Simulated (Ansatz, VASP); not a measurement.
H: VASP beside Ansatz

```
H
1.0
     1.97833   -3.31157    0.00000
     1.97833    3.31157    0.00000
     0.00000    0.00000    7.89366
H
4
Cartesian
  1.9783 -0.2937 7.6674
  1.9783 0.2937 0.2263
  1.9783 0.2937 3.7206
  1.9783 -0.2937 4.1731
```

Alike in both runs: task relaxation of cell and atoms; functional r2SCAN; k mesh 8 × 8 × 4; occupations gaussian, width 0.02 eV; no spin polarisation.

|  | VASP | Ansatz |
| --- | --- | --- |
| version | VASP 6.6.1 | Ansatz 0.2.0 |
| potentials or method | VASP PAW PBE potentials, release 64 (H), cutoff 600 eV | scalar-relativistic, plane waves, PAW |
| valence electrons in the cell | 4 | 4 |

|  | VASP | Ansatz | Ansatz less VASP |
| --- | --- | --- | --- |
| gap on the k mesh at the Fermi level, each at its own relaxed structure (eV) | 10.53 | 10.52 | -0.009 |
| relaxed volume (Å³/atom) | 25.85 | 25.86 | +0.003 |
| relaxed length of the cell vector where the two differ most in proportion (Å) | 3.857 | 3.858 | +0.0002 |

VASP's potentials were made for PBE, not for r2SCAN.
